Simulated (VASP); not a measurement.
# Rh (Im-3m) in VASP: further runs

Rh is run at these levels: r2SCAN; tasks: single point, relaxation of cell and atoms.

All numbers are computed with VASP 6.6.1; they aren't measurements. Logs are shortened: lines on timing, memory, paths and dates and some standing lists are left out, and cuts for length are marked.

## Step 1: The cell of the first run

Symmetry: Im-3m, No. 229, cubic system. The conventional cell has a = 2.888 Å, b = 2.888 Å, c = 2.888 Å, α = 90.00°, β = 90.00°, γ = 90.00°. Within 3.3 Å of Rh (site symmetry m-3m) lie 14 Rh at 2.50 to 2.89 Å.

## Step 2: Single point, r2SCAN

The input, POSCAR:

```
Rh
1.0
    1.4441596230      1.4441596230      1.4441596230
   -1.4441596230      1.4441596230      1.4441596230
   -1.4441596230     -1.4441596230      1.4441596230
Rh
1
Direct
    0.0000000000      0.0000000000      0.0000000000
```

The input, INCAR.step1:

```
SYSTEM = Rh
PREC = Accurate
ENCUT = 520
ISMEAR = 0
SIGMA = 0.1
LREAL = .FALSE.
LASPH = .TRUE.
NELM = 100
NBANDS = 14
GGA = PE
ALGO = Normal
EDIFF = 1E-4
LWAVE = .TRUE.
LCHARG = .FALSE.
```

The input, INCAR.step2:

```
SYSTEM = Rh
PREC = Accurate
ENCUT = 520
EDIFF = 1E-7
ISMEAR = 0
SIGMA = 0.1
LREAL = .FALSE.
LASPH = .TRUE.
NELM = 100
ALGO = Normal
ISIF = 2
LWAVE = .FALSE.
LCHARG = .TRUE.
METAGGA = R2SCAN
LMIXTAU = .TRUE.
LELF = .TRUE.
LVHAR = .TRUE.
NBANDS = 14
ISTART = 1
```

The input, KPOINTS:

```
regular mesh
0
G
  10 10 10
  0 0 0
```

Potentials or basis: VASP PAW PBE potentials, release 64 (Rh_pv).

Command:

```
> cat potpaw_PBE.64/Rh_pv/POTCAR > POTCAR
> cp INCAR.step1 INCAR
> mpirun -np 1 vasp_std > vasp.out
> cp INCAR.step2 INCAR
> mpirun -np 1 vasp_std > vasp.out
```

OUTCAR:

```text
SYSTEM = Rh
   PREC = Accurate
   ENCUT = 520
   EDIFF = 1E-7
   ISMEAR = 0
   LREAL = .FALSE.
   LASPH = .TRUE.
   NELM = 100
   ISIF = 2
   METAGGA = R2SCAN
   ISTART = 1

 ion  position               nearest neighbor table
   1  0.000  0.000  0.000-

  LATTYP: Found a body centered cubic cell.
 ALAT       =     2.8883192460

  Lattice vectors:

 A1 = (   1.4441596230,  -1.4441596230,  -1.4441596230)
 A2 = (   1.4441596230,   1.4441596230,   1.4441596230)
 A3 = (  -1.4441596230,  -1.4441596230,   1.4441596230)

Analysis of symmetry for initial positions (statically):
=====================================================================
 Subroutine PRICEL returns:
 Original cell was already a primitive cell.

 Routine SETGRP: Setting up the symmetry group for a
 body centered cubic supercell.

 Subroutine GETGRP returns: Found 48 space group operations
 (whereof 48 operations were pure point group operations)
 out of a pool of 48 trial point group operations.

The static configuration has the point symmetry O_h .

Analysis of symmetry for dynamics (positions and initial velocities):
=====================================================================
 Subroutine PRICEL returns:
 Original cell was already a primitive cell.

 Routine SETGRP: Setting up the symmetry group for a
 body centered cubic supercell.

 Subroutine GETGRP returns: Found 48 space group operations
 (whereof 48 operations were pure point group operations)
 out of a pool of 48 trial point group operations.

The dynamic configuration has the point symmetry O_h .

 Subroutine INISYM returns: Found 48 space group operations
 (whereof 48 operations are pure point group operations),
 and found     1 'primitive' translations

----------------------------------------------------------------------------------------

                                     Primitive cell

  volume of cell :      12.0477

  direct lattice vectors                    reciprocal lattice vectors
     1.444159623  1.444159623  1.444159623     0.346222116  0.000000000  0.346222116
    -1.444159623  1.444159623  1.444159623    -0.346222116  0.346222116  0.000000000
    -1.444159623 -1.444159623  1.444159623     0.000000000 -0.346222116  0.346222116

  length of vectors
     2.501357841  2.501357841  2.501357841     0.489632012  0.489632012  0.489632012

  position of ions in fractional coordinates (direct lattice)
     0.000000000  0.000000000  0.000000000

  ion indices of the primitive-cell ions
   primitive index   ion index
                 1           1
[... 75 lines left out ...]
   NSW    =      0    number of steps for IOM
   IBRION =     -1    ionic relax: 0-MD 1-quasi-New 2-CG
   NFREE  =      0    steps in history (QN), initial steepest desc. (CG)
   ISIF   =      2    stress and relaxation
   ISYM   =      2    0-nonsym 1-usesym 2-fastsym
   POTIM  = 0.5000    time-step for ionic-motion
   TEBEG  =    0.0;   TEEND  =   0.0 temperature during run
   PSTRESS=    0.0 pullay stress
   NELECT =      15.0000    total number of electrons
   NUPDOWN=      -1.0000    fix difference up-down
   EMIN   =  10.00;   EMAX   =-10.00  energy-range for DOS
   EFERMI =   0.00;   METHOD = LEGACY
   ISMEAR =     0;   SIGMA  =   0.10  broadening in eV -4-tet -1-fermi 0-gaus
   EFERMI_NEDOS =   21; number of points for ismear=-14 and -15
   IALGO  =     38    algorithm
   IMIX   =      4    mixing-type and parameters
     AMIX     =   0.40;   BMIX     =  1.00
     AMIX_MAG =   1.60;   BMIX_MAG =  1.00
  volume/ion in A,a.u.               =      12.05        81.30
  Fermi-wavevector in a.u.,A,eV,Ry     =   1.761179  3.328145 42.201869  3.101750
  Thomas-Fermi vector in A             =   2.829799
   LORBIT       =      0    0 simple, 1 ext, 2 COOP (PROOUT), +10 PAW based schemes
   METAGGA = R2SCAN    functional components
   LHFCALC =     F    Hartree Fock is set to
   AEXX    =    0.0000 exact exchange contribution
   IVDW    =     0    specifies the selected vdW correction
   LEPSILON=     F    determine dielectric tensor
   LRPA    =     F    only Hartree local field effects (RPA)
 non-spin polarized calculation
 Gauss-broadening in eV      SIGMA  =   0.10
  energy-cutoff  :      520.00
  volume of cell :       12.05
 maximum number of plane-waves:       335
   NGX =  9   NGY =  9   NGZ =  9

 number of electron      14.9999994 magnetization

 Free energy of the ion-electron system (eV)
  ---------------------------------------------------
  ext. energy  EPLUGINS =         0.00000000
  ---------------------------------------------------
  free energy    TOTEN  =       -23.43141324 eV

  energy without entropy =      -23.42236525  energy(sigma->0) =      -23.42688924

 E-fermi :  14.0861     XC(G=0): -16.1569

 val. band max:       14.0347941419   @ k =   0.4000   0.2000  -0.0000
 cond. band min:      14.1062700463   @ k =   0.2000   0.1000   0.1000
 fundamental gap:      0.0714759043
 Fermi energy:        14.0861407242

 k-point     1 :       0.0000    0.0000    0.0000
  band No.  band energies     occupation
      1     -33.4943      2.00000
      2     -33.4943      2.00000
      3     -33.4943      2.00000
      4       5.1742      2.00000
      5      10.3671      2.00000
      6      10.3671      2.00000
      7      10.3671      2.00000
      8      13.4289      2.00000
      9      13.4289      2.00000
     10      32.0212      0.00000
     11      33.6035      0.00000
     12      33.6035      0.00000
     13      33.6035      0.00000
     14      46.1202      0.00000
[... 377 lines left out ...]
      1     -34.5137      2.00000
      2     -34.1468      2.00000
      3     -33.6957      2.00000
      4       8.5067      2.00000
      5       8.8237      2.00000
      6      10.2381      2.00000
      7      12.9258      2.00000
      8      14.5899      0.00000
      9      20.1115      0.00000
     10      27.6629      0.00000
     11      28.8657      0.00000
     12      32.0226      0.00000
     13      36.5325      0.00000
     14      37.7767      0.00000

 [... further k-points ...]
[... 5 lines left out ...]
  --------------------------------------------------------------------------------------
  -------------------------------------------------------------------------------------
  Total        4.6968063      4.6968063      4.6968063     -0.0000000     -0.0000000     -0.0000000
  in kB      624.6081511    624.6081511    624.6081511     -0.0000000     -0.0000000     -0.0000000
  external PRESSURE =     624.6081511 kB  Pullay stress =       0.0000000 kB

 VOLUME and BASIS-vectors are now :
 -----------------------------------------------------------------------------
  energy-cutoff  :      520.00
  volume of cell :       12.05
      direct lattice vectors                 reciprocal lattice vectors
     1.444159623  1.444159623  1.444159623     0.346222116  0.000000000  0.346222116
    -1.444159623  1.444159623  1.444159623    -0.346222116  0.346222116  0.000000000
    -1.444159623 -1.444159623  1.444159623     0.000000000 -0.346222116  0.346222116

 POSITION                                       TOTAL-FORCE (eV/Angst)
 -----------------------------------------------------------------------------------
      0.00000      0.00000      0.00000         0.000000      0.000000     -0.000000
 -----------------------------------------------------------------------------------
    total drift:                               -0.000000      0.000000      0.000000

  FREE ENERGIE OF THE ION-ELECTRON SYSTEM (eV)
  ---------------------------------------------------
  free  energy   TOTEN  =       -23.4314132411 eV

  energy  without entropy=      -23.4223652480  energy(sigma->0) =      -23.42688924
```

OSZICAR.step1:

```text
N       E                     dE             d eps       ncg     rms          rms(c)
DAV:   1     0.119684221223E+03    0.11968E+03   -0.87005E+03  1332   0.117E+03
DAV:   2    -0.536739562380E+01   -0.12505E+03   -0.12013E+03  1448   0.345E+02
DAV:   3    -0.685153859585E+01   -0.14841E+01   -0.14817E+01  1538   0.412E+01
DAV:   4    -0.685640502794E+01   -0.48664E-02   -0.48663E-02  1478   0.242E+00
DAV:   5    -0.685644243648E+01   -0.37409E-04   -0.37407E-04  1520   0.187E-01    0.153E+01
DAV:   6    -0.651978333375E+01    0.33666E+00   -0.46288E-01  1364   0.962E+00    0.683E+00
DAV:   7    -0.649205291799E+01    0.27730E-01   -0.34155E-02  1472   0.244E+00    0.241E+00
DAV:   8    -0.648889302074E+01    0.31599E-02   -0.97376E-03  1340   0.140E+00    0.368E-01
DAV:   9    -0.648841856994E+01    0.47445E-03   -0.87475E-04  1382   0.424E-01    0.242E-02
DAV:  10    -0.648842127670E+01   -0.27068E-05   -0.38630E-06   658   0.239E-02
   1 F= -.64884213E+01 E0= -.64826188E+01  d E =-.116050E-01
```

It used 25 s of CPU time on 1 thread of Intel Xeon 6975P-C (shared host).

What came out:

```yaml
Free_energy: -23.4314 eV
Pressure: 62.5 GPa
```

Levels at points of the mesh, in eV from the Fermi level:
```csv
k point,band 4,band 5,band 6,band 7,band 8,band 9,band 10,band 11,band 12,band 13
"(0.00, 0.00, 0.00)",-8.91,-3.72,-3.72,-3.72,-0.66,-0.66,17.94,19.52,19.52,19.52
"(0.50, 0.00, 0.00)",-7.38,-5.69,-0.65,-0.14,1.56,2.18,11.75,15.55,17.94,21.29
"(0.50, 0.50, 0.50)",-7.62,-7.62,1.50,1.50,1.50,10.93,10.93,10.93,17.93,22.45
```

Caveat: the PAW data sets were made with another functional, which shifts forces and pressure a little.

## Step 3: Single point, r2SCAN

This run uses another cell than the first one, of 12.55 Å³/atom, 1.042 times its volume.

The input, POSCAR:

```
Rh
1.0
    1.4641028078      1.4641028078      1.4641028078
   -1.4641028078      1.4641028078      1.4641028078
   -1.4641028078     -1.4641028078      1.4641028078
Rh
1
Direct
    0.0000000000      0.0000000000      0.0000000000
```

Edit INCAR.step1 of step 2 so:

```diff
@@ -7,3 +7,3 @@
 LASPH = .TRUE.
-NELM = 100
+NELM = 60
 NBANDS = 14
```

Edit INCAR.step2 of step 2 so:

```diff
@@ -3,3 +3,3 @@
 ENCUT = 520
-EDIFF = 1E-7
+EDIFF = 1E-6
 ISMEAR = 0
@@ -8,3 +8,3 @@
 LASPH = .TRUE.
-NELM = 100
+NELM = 60
 ALGO = Normal
```

KPOINTS is that of step 2.

Potentials or basis: VASP PAW PBE potentials, release 64 (Rh_pv).

Command:

```
> cat potpaw_PBE.64/Rh_pv/POTCAR > POTCAR
> cp INCAR.step1 INCAR
> mpirun -np 1 vasp_std > vasp.out
> cp INCAR.step2 INCAR
> mpirun -np 1 vasp_std > vasp.out
```

OUTCAR:

```text
SYSTEM = Rh
   PREC = Accurate
   ENCUT = 520
   EDIFF = 1E-6
   ISMEAR = 0
   LREAL = .FALSE.
   LASPH = .TRUE.
   NELM = 60
   ISIF = 2
   METAGGA = R2SCAN
   ISTART = 1

 ion  position               nearest neighbor table
   1  0.000  0.000  0.000-

  LATTYP: Found a body centered cubic cell.
 ALAT       =     2.9282056156

  Lattice vectors:

 A1 = (   1.4641028078,  -1.4641028078,  -1.4641028078)
 A2 = (   1.4641028078,   1.4641028078,   1.4641028078)
 A3 = (  -1.4641028078,  -1.4641028078,   1.4641028078)

Analysis of symmetry for initial positions (statically):
=====================================================================
 Subroutine PRICEL returns:
 Original cell was already a primitive cell.

 Routine SETGRP: Setting up the symmetry group for a
 body centered cubic supercell.

 Subroutine GETGRP returns: Found 48 space group operations
 (whereof 48 operations were pure point group operations)
 out of a pool of 48 trial point group operations.

The static configuration has the point symmetry O_h .

Analysis of symmetry for dynamics (positions and initial velocities):
=====================================================================
 Subroutine PRICEL returns:
[... 161 lines left out ...]

 k-point     1 :       0.0000    0.0000    0.0000
  band No.  band energies     occupation
      1     -34.2692      2.00000
      2     -34.2692      2.00000
      3     -34.2692      2.00000
      4       4.6474      2.00000
      5       9.7633      2.00000
      6       9.7633      2.00000
      7       9.7633      2.00000
      8      12.6520      2.00000
      9      12.6520      2.00000
     10      31.1936      0.00000
     11      32.7635      0.00000
     12      32.7635      0.00000
     13      32.7635      0.00000
     14      44.6568      0.00000
[... 377 lines left out ...]
      1     -35.1599      2.00000
      2     -34.8401      2.00000
      3     -34.4457      2.00000
      4       7.9948      2.00000
      5       8.3163      2.00000
      6       9.6360      2.00000
      7      12.1769      2.00000
      8      13.7301      0.00000
      9      19.0057      0.00000
     10      26.4156      0.00000
     11      27.5200      0.00000
     12      31.1938      0.00000
     13      35.3264      0.00000
     14      36.5375      0.00000

 [... further k-points ...]
[... 5 lines left out ...]
  --------------------------------------------------------------------------------------
  -------------------------------------------------------------------------------------
  Total        3.3085002      3.3085002      3.3085002      0.0000000      0.0000000      0.0000000
  in kB      422.2474515    422.2474515    422.2474515      0.0000000      0.0000000      0.0000000
  external PRESSURE =     422.2474515 kB  Pullay stress =       0.0000000 kB

 VOLUME and BASIS-vectors are now :
 -----------------------------------------------------------------------------
  energy-cutoff  :      520.00
  volume of cell :       12.55
      direct lattice vectors                 reciprocal lattice vectors
     1.464102808  1.464102808  1.464102808     0.341506073  0.000000000  0.341506073
    -1.464102808  1.464102808  1.464102808    -0.341506073  0.341506073  0.000000000
    -1.464102808 -1.464102808  1.464102808     0.000000000 -0.341506073  0.341506073

 POSITION                                       TOTAL-FORCE (eV/Angst)
 -----------------------------------------------------------------------------------
      0.00000      0.00000      0.00000         0.000000      0.000000     -0.000000
 -----------------------------------------------------------------------------------
    total drift:                               -0.000000      0.000000      0.000000

  FREE ENERGIE OF THE ION-ELECTRON SYSTEM (eV)
  ---------------------------------------------------
  free  energy   TOTEN  =       -23.5955407614 eV

  energy  without entropy=      -23.5861886961  energy(sigma->0) =      -23.59086473
```

OSZICAR.step1:

```text
N       E                     dE             d eps       ncg     rms          rms(c)
DAV:   1     0.119473657558E+03    0.11947E+03   -0.85732E+03  1324   0.115E+03
DAV:   2    -0.558160211351E+01   -0.12506E+03   -0.11927E+03  1454   0.343E+02
DAV:   3    -0.704788240805E+01   -0.14663E+01   -0.14627E+01  1538   0.409E+01
DAV:   4    -0.705297933171E+01   -0.50969E-02   -0.50968E-02  1532   0.244E+00
DAV:   5    -0.705302154103E+01   -0.42209E-04   -0.42210E-04  1508   0.195E-01    0.136E+01
DAV:   6    -0.669788767496E+01    0.35513E+00   -0.52087E-01  1376   0.101E+01    0.587E+00
DAV:   7    -0.667381694899E+01    0.24071E-01   -0.29448E-02  1502   0.222E+00    0.226E+00
DAV:   8    -0.667082839107E+01    0.29886E-02   -0.87743E-03  1322   0.131E+00    0.342E-01
DAV:   9    -0.667036174042E+01    0.46665E-03   -0.87022E-04  1382   0.419E-01    0.235E-02
DAV:  10    -0.667036410195E+01   -0.23615E-05   -0.35900E-06   706   0.226E-02
   1 F= -.66703641E+01 E0= -.66643691E+01  d E =-.119901E-01
```

It used 19 s of CPU time on 1 thread of Intel Xeon 6975P-C, with other jobs on the host.

Results:

```
Free energy : -23.5955 eV
Pressure    : 42.2 GPa
```

Caveat: the PAW data sets were made with another functional, which shifts forces and pressure a little.

(Part 1 of 2 ends here.)
